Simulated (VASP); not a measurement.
# PbSe (P6_3mc) in VASP: a series of runs

The runs below take PbSe through relaxation of shape and atoms at fixed volume, single point, with PBE.

Program: VASP 6.6.1. These are calculated values, not measurements. Logs are shortened: lines on timing, memory, paths and dates and some standing lists are left out, and cuts for length are marked.

**1. The cell of the first run**

Symmetry: P6_3mc, No. 186, hexagonal system. Conventional cell: a = 4.224 Å, b = 4.224 Å, c = 7.848 Å, α = 90.00°, β = 90.00°, γ = 120.00°. Pb (site symmetry 3m) has 6 Se at 2.93 to 3.36 Å within 3.9 Å. Se (site symmetry 3m) has 6 Pb at 2.93 to 3.36 Å and 2 Se at 3.92 Å within 4.0 Å.

**2. Relaxation of shape and atoms at fixed volume, PBE (30.32 Å³/atom)**

File INCAR:

```
PREC = Accurate ; ENCUT = 600
EDIFF = 1E-6 ; ISMEAR = 0
SIGMA = 0.02 ; LREAL = F
LASPH = T ; NELM = 80
ALGO = Normal ; ISIF = 4
LWAVE = F ; LCHARG = F
GGA = PE ; IBRION = 2
NSW = 50 ; EDIFFG = -0.01
```

File KPOINTS:

```
regular mesh
0
Gamma
  6 6 4
```

File POSCAR:

```
PbSe
1.0
    4.2241112057      0.0000000000      0.0000000000
   -2.1120556029      3.6581876126      0.0000000000
    0.0000000000      0.0000000000      7.8476112035
Pb Se
2 2
Direct
    0.6666666667      0.3333333333      0.2278590000
    0.3333333333      0.6666666667      0.7278590000
    0.0000000000      0.0000000000      0.5219900000
    0.0000000000      0.0000000000      0.0219900000
```

Potentials or basis: VASP PAW PBE potentials, release 64 (Pb_d, Se).

The run is started by

```bash
$ cat potpaw_PBE.64/Pb_d/POTCAR potpaw_PBE.64/Se/POTCAR > POTCAR
$ mpirun -np 1 vasp_std > vasp.out
```

OUTCAR:

```text
PREC = Accurate
   ENCUT = 600
   EDIFF = 1E-6
   ISMEAR = 0
   LREAL = F
   LASPH = T
   NELM = 80
   ISIF = 4
   GGA = PE
   IBRION = 2
   NSW = 50
   EDIFFG = -0.01

 ion  position               nearest neighbor table
   1  0.667  0.333  0.228-   4 2.93   4 2.93   4 2.93   3 3.36   3 3.36   3 3.36
   2  0.333  0.667  0.728-   3 2.93   3 2.93   3 2.93   4 3.36   4 3.36   4 3.36
   3  0.000  0.000  0.522-   2 2.93   2 2.93   2 2.93   1 3.36   1 3.36   1 3.36
   4  0.000  0.000  0.022-   1 2.93   1 2.93   1 2.93   2 3.36   2 3.36   2 3.36

  LATTYP: Found a hexagonal cell.
 ALAT       =     4.2241112057
 C/A-ratio  =     1.8578135900

  Lattice vectors:

 A1 = (   4.2241112057,   0.0000000000,   0.0000000000)
 A2 = (  -2.1120556029,   3.6581876126,   0.0000000000)
 A3 = (   0.0000000000,   0.0000000000,   7.8476112035)

Analysis of symmetry for initial positions (statically):
=====================================================================
 Subroutine PRICEL returns:
 Original cell was already a primitive cell.

 Routine SETGRP: Setting up the symmetry group for a
 hexagonal supercell.

 Subroutine GETGRP returns: Found 12 space group operations
 (whereof  6 operations were pure point group operations)
 out of a pool of 24 trial point group operations.

The static configuration has the point symmetry C_3v.
 The point group associated with its full space group is C_6v.

Analysis of symmetry for dynamics (positions and initial velocities):
=====================================================================
 Subroutine PRICEL returns:
 Original cell was already a primitive cell.

 Routine SETGRP: Setting up the symmetry group for a
 hexagonal supercell.

 Subroutine GETGRP returns: Found 12 space group operations
 (whereof  6 operations were pure point group operations)
 out of a pool of 24 trial point group operations.

The dynamic configuration has the point symmetry C_3v.
 The point group associated with its full space group is C_6v.

 Subroutine INISYM returns: Found 12 space group operations
 (whereof  6 operations are pure point group operations),
 and found     1 'primitive' translations

----------------------------------------------------------------------------------------

                                     Primitive cell

  volume of cell :     121.2659

  direct lattice vectors                    reciprocal lattice vectors
     4.224111206  0.000000000  0.000000000     0.236736192  0.136679704  0.000000000
    -2.112055603  3.658187613  0.000000000     0.000000000  0.273359408  0.000000000
[... 90 lines left out ...]
   NFREE  =      1    steps in history (QN), initial steepest desc. (CG)
   ISIF   =      4    stress and relaxation
   ISYM   =      2    0-nonsym 1-usesym 2-fastsym
   POTIM  = 0.5000    time-step for ionic-motion
   TEBEG  =    0.0;   TEEND  =   0.0 temperature during run
   PSTRESS=    0.0 pullay stress
   NELECT =      40.0000    total number of electrons
   NUPDOWN=      -1.0000    fix difference up-down
   EMIN   =  10.00;   EMAX   =-10.00  energy-range for DOS
   EFERMI =   0.00;   METHOD = LEGACY
   ISMEAR =     0;   SIGMA  =   0.02  broadening in eV -4-tet -1-fermi 0-gaus
   EFERMI_NEDOS =   21; number of points for ismear=-14 and -15
   IALGO  =     38    algorithm
   IMIX   =      4    mixing-type and parameters
     AMIX     =   0.40;   BMIX     =  1.00
     AMIX_MAG =   1.60;   BMIX_MAG =  1.00
  volume/ion in A,a.u.               =      30.32       204.59
  Fermi-wavevector in a.u.,A,eV,Ry     =   1.131137  2.137539 17.408260  1.279471
  Thomas-Fermi vector in A             =   2.267835
   LORBIT       =      0    0 simple, 1 ext, 2 COOP (PROOUT), +10 PAW based schemes
   GGA     = PE    functional components
   LHFCALC =     F    Hartree Fock is set to
   AEXX    =    0.0000 exact exchange contribution
   IVDW    =     0    specifies the selected vdW correction
   LEPSILON=     F    determine dielectric tensor
   LRPA    =     F    only Hartree local field effects (RPA)
 conjugate gradient relaxation of ions
 non-spin polarized calculation
 Gauss-broadening in eV      SIGMA  =   0.02
  energy-cutoff  :      600.00
  volume of cell :      121.27
 maximum number of plane-waves:      4100
 NGX is ok and might be reduce to    36
   NGX = 17   NGY = 17   NGZ = 31

--------------------------------------- Ionic step        1  -------------------------------------------

 number of electron      39.9999994 magnetization

 Free energy of the ion-electron system (eV)
  ---------------------------------------------------
  ext. energy  EPLUGINS =         0.00000000
  ---------------------------------------------------
  free energy    TOTEN  =       -16.06980261 eV

  energy without entropy =      -16.06980261  energy(sigma->0) =      -16.06980261

------------------------ aborting loop because EDIFF is reached ----------------------------------------

  FORCE on cell =-STRESS in cart. coord.  units (eV):
  Direction    XX          YY          ZZ          XY          YZ          ZX
  --------------------------------------------------------------------------------------
  -------------------------------------------------------------------------------------
  Total        1.0386795      1.0386795      1.1040899     -0.0000000     -0.0000000      0.0000000
  in kB       13.7231355     13.7231355     14.5873434     -0.0000000     -0.0000000      0.0000000
  external PRESSURE =      14.0112048 kB  Pullay stress =       0.0000000 kB
[... 95 lines left out ...]
  FREE ENERGIE OF THE ION-ELECTRON SYSTEM (eV)
  ---------------------------------------------------
  free  energy   TOTEN  =       -16.0753938027 eV

  energy  without entropy=      -16.0753938027  energy(sigma->0) =      -16.07539380

[... ionic steps 4 to 7 ...]

--------------------------------------- Ionic step        8  -------------------------------------------

 number of electron      39.9999997 magnetization

------------------------ aborting loop because EDIFF is reached ----------------------------------------
[... 71 lines left out ...]
--------------------------------------- Ionic step       10  -------------------------------------------

 number of electron      39.9999997 magnetization

 Free energy of the ion-electron system (eV)
  ---------------------------------------------------
  ext. energy  EPLUGINS =         0.00000000
  ---------------------------------------------------
  free energy    TOTEN  =       -16.07756770 eV

  energy without entropy =      -16.07756770  energy(sigma->0) =      -16.07756770

 E-fermi :   4.3168     XC(G=0):  -9.2467

 val. band max:        4.1689498144   @ k =   0.0000   0.0000   0.0000
 cond. band min:       4.6809146204   @ k =   0.5000   0.0000   0.0000
 fundamental gap:      0.5119648060
 Fermi energy:         4.3168104702

 k-point     1 :       0.0000    0.0000    0.0000
  band No.  band energies     occupation
      1     -12.3481      2.00000
      2     -12.3481      2.00000
      3     -12.3433      2.00000
      4     -12.3433      2.00000
      5     -12.3117      2.00000
      6     -12.3051      2.00000
[... 587 lines left out ...]
  FREE ENERGIE OF THE ION-ELECTRON SYSTEM (eV)
  ---------------------------------------------------
  free  energy   TOTEN  =       -16.0775676994 eV

  energy  without entropy=      -16.0775676994  energy(sigma->0) =      -16.07756770

 reached required accuracy - stopping structural energy minimisation
```

OSZICAR:

```text
N       E                     dE             d eps       ncg     rms          rms(c)
DAV:   1     0.415237456375E+03    0.41524E+03   -0.20582E+04  1008   0.192E+03
DAV:   2     0.310344901626E+02   -0.38420E+03   -0.38005E+03  1008   0.461E+02
DAV:   3    -0.149445317999E+02   -0.45979E+02   -0.44503E+02  1352   0.170E+02
[... 73 lines left out ...]
       N       E                     dE             d eps       ncg     rms          rms(c)
DAV:   1    -0.160774553540E+02    0.59089E-04   -0.52203E-02  1008   0.125E+00    0.357E-02
DAV:   2    -0.160775661750E+02   -0.11082E-03   -0.11988E-03  1328   0.303E-01    0.843E-03
DAV:   3    -0.160775682813E+02   -0.21062E-05   -0.39098E-05  1344   0.540E-02    0.698E-03
DAV:   4    -0.160775676994E+02    0.58184E-06   -0.25903E-06   864   0.141E-02
  10 F= -.16077568E+02 E0= -.16077568E+02  d E =-.533273E-04
```

CONTCAR:

```text
PbSe
   1.00000000000000
     4.2412289321963561   -0.0000000000075665   -0.0000000000000000
    -2.1206144661549335    3.6730119986188443    0.0000000000000000
     0.0000000000000000   -0.0000000000000000    7.7843926515612543
  Pb              Se
     2     2
Direct
     0.6666666667000030    0.3333333332999970    0.2323374667708688
     0.3333333332999970    0.6666666667000030    0.7323374667708689
     0.0000000000000000    0.0000000000000000    0.5175115332291358
     0.0000000000000000    0.0000000000000000    0.0175115332291358

  0.00000000E+00  0.00000000E+00  0.00000000E+00
  0.00000000E+00  0.00000000E+00  0.00000000E+00
  0.00000000E+00  0.00000000E+00  0.00000000E+00
  0.00000000E+00  0.00000000E+00  0.00000000E+00
```

It took 3.5 min on 1 thread of Intel Xeon 6975P-C (Granite Rapids), shared host; peak memory 0.31 GiB.

Results:

| Property | Result |
| --- | --- |
| Free energy | -16.0776 eV |
| Energy gained by relaxing | 1.9 meV/atom |
| Ionic steps | 10 |
| Pressure after relaxing | 0.8 GPa |
| Largest force after relaxing | 0.005 eV/Å |
| Band gap on the k mesh | 0.51 eV (least direct gap 0.53 eV) |

Forces in eV/Å, atoms in the order of the input:
```
Pb   0.000  0.000  0.005
Pb   0.000  0.000  0.005
Se   0.000  0.000 -0.005
Se   0.000  0.000 -0.005
```

The path:
```
step  energy change (eV)  largest force (eV/Å)  pressure (GPa)  volume (Å³)
   1              0.0000                0.1217            1.40       121.27
   2             -0.0025                0.0907            1.27       121.27
   3             -0.0056                0.0176            0.96       121.27
   4             -0.0056                0.0091            0.92       121.27
   5             -0.0071                0.0097            0.87       121.27
   6             -0.0076                0.0099            0.84       121.27
   7             -0.0075                0.0108            0.80       121.27
   8             -0.0077                0.0109            0.83       121.27
   9             -0.0077                0.0104            0.82       121.27
  10             -0.0078                0.0049            0.78       121.27
```

Final structure:
```
CELL_PARAMETERS angstrom
4.24123 0.00000 0.00000
-2.12061 3.67301 0.00000
0.00000 0.00000 7.78439
ATOMIC_POSITIONS crystal
Pb 0.66667 0.33333 0.23234
Pb 0.33333 0.66667 0.73234
Se 0.00000 0.00000 0.51751
Se 0.00000 0.00000 0.01751
```

Caveat: spin-orbit coupling is left out, which moves the levels of the heavy elements.

**3. Single point, PBE**

This run uses another cell than the first one, of 31.25 Å³/atom.

File INCAR:

```
  PREC = Accurate
  ENCUT = 520
  EDIFF = 1E-6
  ISMEAR = 0
  SIGMA = 0.1
  LREAL = F
  LASPH = T
  NELM = 100
  ALGO = Normal
  ISIF = 2
  LWAVE = F
  LCHARG = F
  GGA = PE
  NBANDS = 28
```

File KPOINTS:

```
regular mesh
0
Gamma
  6 6 2
```

File POSCAR:

```
PbSe
1.0
    4.2672174000      0.0000000000      0.0000000000
   -2.1336087000      3.6955186000      0.0000000000
    0.0000000000      0.0000000000      7.9276944000
Pb Se
2 2
Direct
    0.6666667000      0.3333333000      0.2278590000
    0.3333333000      0.6666667000      0.7278590000
    0.0000000000      0.0000000000      0.5219900000
    0.0000000000      0.0000000000      0.0219900000
```

Potentials or basis: VASP PAW PBE potentials, release 64 (Pb_d, Se).

The run is started by

```bash
$ cat potpaw_PBE.64/Pb_d/POTCAR potpaw_PBE.64/Se/POTCAR > POTCAR
$ mpirun -np 1 vasp_std > vasp.out
```

It took 43 s on 1 thread of Intel Xeon 8259CL, shared host; peak memory 0.25 GiB.

The run converged. Its results:

```yaml
Free_energy: -16.0583 eV
Pressure: 0.0 GPa
Largest_force: 0.043 eV/Å
Band_gap_on_the_k_mesh: 0.72 eV (least direct gap 0.73 eV)
```

Forces on the atoms (eV/Å):
```
Pb   0.000  0.000 -0.043
Pb   0.000  0.000 -0.043
Se   0.000  0.000  0.043
Se   0.000  0.000  0.043
```

Stress tensor (GPa, compression positive):
```
-0.09  0.00  0.00
 0.00 -0.09  0.00
 0.00  0.00  0.22
```

Levels at points of the mesh, in eV from the valence-band top:
```
           k point  band 16  band 17  band 18  band 19  band 20  band 21  band 22  band 23  band 24  band 25
(0.00, 0.00, 0.00)    -1.09    -1.09    -0.57    -0.57     0.00     1.68     2.88     2.88     4.07     4.61
(0.50, 0.00, 0.00)    -3.11    -2.15    -1.08    -0.67    -0.01     0.72     1.95     2.62     4.37     5.02
(0.00, 0.00, 0.50)    -0.86    -0.86    -0.86    -0.86    -0.86     3.13     3.13     3.65     3.65     3.65
(0.50, 0.00, 0.50)    -2.83    -1.71    -1.71    -1.58    -1.58     2.34     2.34     4.00     4.00     4.33
```

Caveat: spin-orbit coupling is left out, which moves the levels of the heavy elements.

**4. Single point, PBE (29.38 Å³/atom)**

This run uses another cell than the first one, of 29.38 Å³/atom.

INCAR, as its differences from that of step 3:

```diff
@@ -4,6 +4,6 @@
   ISMEAR = 0
-  SIGMA = 0.1
+  SIGMA = 0.02
   LREAL = F
   LASPH = T
-  NELM = 100
+  NELM = 80
   ALGO = Normal
```

File KPOINTS:

```
Automatic mesh
0
Gamma
  6 6 4
```

File POSCAR:

```
PbSe
1.0
    4.2028298212      0.0000000000      0.0000000000
   -2.1014149106      3.6397573929      0.0000000000
    0.0000000000      0.0000000000      7.6821126929
Pb Se
2 2
Direct
    0.6666666667      0.3333333333      0.2370188673
    0.3333333333      0.6666666667      0.7370188673
    0.0000000000      0.0000000000      0.5128301327
    0.0000000000      0.0000000000      0.0128301327
```

The run is started by

```bash
$ cat potpaw_PBE.64/Pb_d/POTCAR potpaw_PBE.64/Se/POTCAR > POTCAR
$ mpirun -np 1 vasp_std > vasp.out
```

Wall time 50 s (1 thread of Intel Xeon 8259CL, shared host); peak memory 0.27 GiB.

The run converged. Its results:

```yaml
Free_energy: -16.0478 eV
Pressure: 1.8 GPa
Largest_force: 0.006 eV/Å
Band_gap_on_the_k_mesh: 0.25 eV (least direct gap 0.32 eV)
```

Forces in eV/Å, atoms in the order of the input:
```
Pb   0.000  0.000  0.006
Pb   0.000  0.000  0.006
Se   0.000  0.000 -0.006
Se   0.000  0.000 -0.006
```

Stress tensor (GPa, compression positive):
```
1.82 0.00 0.00
0.00 1.82 0.00
0.00 0.00 1.73
```

Levels at points of the mesh, in eV from the valence-band top:
```
           k point  band 18  band 19  band 20  band 21  band 22  band 23
(0.00, 0.00, 0.00)    -0.76    -0.76     0.00     1.39     2.55     2.55
(0.50, 0.00, 0.00)    -1.21    -0.74    -0.08     0.25     1.70     2.13
(0.00, 0.00, 0.50)    -1.13    -1.11    -1.11     3.19     3.19     3.47
(0.50, 0.00, 0.50)    -2.02    -1.99    -1.99     2.20     2.20     3.78
```

Caveat: spin-orbit coupling is left out, which moves the levels of the heavy elements. A k mesh can miss the band edges.

**5. Single point, PBE (30.32 Å³/atom)**

File INCAR:

```
PREC = Accurate
ENCUT = 520
EDIFF = 1E-7
ISMEAR = 0
SIGMA = 0.02
LREAL = F
LASPH = T
NELM = 80
ALGO = Normal
ISIF = 2
LWAVE = F
LCHARG = F
GGA = PE
NBANDS = 28
```

KPOINTS is that of step 4.

File POSCAR:

```
PbSe
1.0
    4.2399662404      0.0000000000      0.0000000000
   -2.1199831202      3.6719184754      0.0000000000
    0.0000000000      0.0000000000      7.7890298359
Pb Se
2 2
Direct
    0.6666666667      0.3333333333      0.2321300617
    0.3333333333      0.6666666667      0.7321300617
    0.0000000000      0.0000000000      0.5177189383
    0.0000000000      0.0000000000      0.0177189383
```

The run is started by

```bash
$ cat potpaw_PBE.64/Pb_d/POTCAR potpaw_PBE.64/Se/POTCAR > POTCAR
$ mpirun -np 1 vasp_std > vasp.out
```

Wall time 59 s (1 thread of Intel Xeon 8259CL, shared host); peak memory 0.27 GiB.

It converged, with:

| Property | Result |
| --- | --- |
| Free energy | -16.0775 eV |
| Pressure | 0.8 GPa |
| Largest force | 0.008 eV/Å |
| Band gap on the k mesh | 0.51 eV (least direct gap 0.54 eV) |

Forces in eV/Å, atoms in the order of the input:
```
Pb   0.000  0.000  0.008
Pb   0.000  0.000  0.008
Se   0.000  0.000 -0.008
Se   0.000  0.000 -0.008
```

Levels at points of the mesh, in eV from the valence-band top:
```csv
k point,band 18,band 19,band 20,band 21,band 22,band 23
"(0.00, 0.00, 0.00)",-0.65,-0.65,0.00,1.55,2.72,2.72
"(0.50, 0.00, 0.00)",-1.13,-0.68,-0.02,0.51,1.85,2.39
"(0.00, 0.00, 0.50)",-0.98,-0.97,-0.97,3.18,3.18,3.57
"(0.50, 0.00, 0.50)",-1.85,-1.76,-1.76,2.30,2.30,3.91
```

Caveat: spin-orbit coupling is left out, which moves the levels of the heavy elements. A k mesh can miss the band edges.

**6. Summary**

```tsv
task	cell	k mesh	cutoff (eV)	smearing	gap on the mesh (eV)	pressure (GPa)	largest force (eV/Å)
relaxation of shape and atoms at fixed volume	relaxed from a = 4.224, b = 4.224, c = 7.848 Å, angles 90.0, 90.0, 120.0°, 4 atoms, atomic positions A	6 × 6 × 4	600	gaussian 0.02 eV	0.51	0.8	-
single point	a = 4.267, b = 4.267, c = 7.928 Å, angles 90.0, 90.0, 120.0°, 4 atoms, atomic positions A	6 × 6 × 2	520	gaussian 0.1 eV	0.72	0.0	0.04
single point	a = 4.203, b = 4.203, c = 7.682 Å, angles 90.0, 90.0, 120.0°, 4 atoms, atomic positions B	6 × 6 × 4	520	gaussian 0.02 eV	0.25	1.8	0.01
single point	a = 4.240, b = 4.240, c = 7.789 Å, angles 90.0, 90.0, 120.0°, 4 atoms, atomic positions C	6 × 6 × 4	520	gaussian 0.02 eV	0.51	0.8	0.01
```

Alike in all rows: level PBE; potentials or basis VASP PAW PBE potentials, release 64 (Pb_d, Se); no spin polarisation.

Caveats: spin-orbit coupling is left out, which moves the levels of the heavy elements.

Absolute energies hang on the potentials; compare differences alone.
